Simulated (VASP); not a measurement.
# Rh: single point with revPBE+D4

Rh:

```
Rh
1.0
     0.00000    1.88607    1.88607
     1.88607    0.00000    1.88607
     1.88607    1.88607    0.00000
Rh
1
Direct
  0.00000 0.00000 0.00000
```

```json
{
  "Program": "VASP 6.6.1",
  "Task": "single point",
  "Functional": "revPBE",
  "Dispersion": "D4",
  "Potentials or basis": "VASP PAW PBE potentials, release 64 (Rh_pv)",
  "Cutoff": "520 eV",
  "k mesh": "12 × 12 × 12",
  "Occupations": "fermi-dirac, width 0.05 eV",
  "Spin": "no spin polarisation",
  "Dipole correction": "no",
  "Further INCAR settings": "ALGO = Fast; EDIFF = 1e-06; NBANDS = 14"
}
```

```yaml
Pressure: 0.0 GPa
Dispersion_energy_per_atom: -1.449 eV
```

Levels at points of the mesh, in eV from the Fermi level:
```tsv
k point	band 3	band 4	band 5	band 6	band 7	band 8	band 9	band 10	band 11	band 12
(0.00, 0.00, 0.00)	-46.45	-8.12	-3.21	-3.21	-3.21	-1.05	-1.05	15.98	20.45	21.59
(0.50, 0.00, 0.00)	-46.56	-6.33	-3.30	-3.30	0.57	0.57	0.71	8.90	15.49	20.45
(0.50, 0.50, 0.00)	-46.74	-6.56	-6.18	0.54	1.00	1.00	3.31	12.59	13.49	13.49
```

Run time: 6 s on 1 thread of Intel(R) Xeon(R) 6975P-C (Granite Rapids) (shared host), peak memory 0.13 GiB.

Caveat: the PAW data sets were made with another functional, which shifts forces and pressure a little; pairwise dispersion overbinds metals, which lowers pressure and volume.
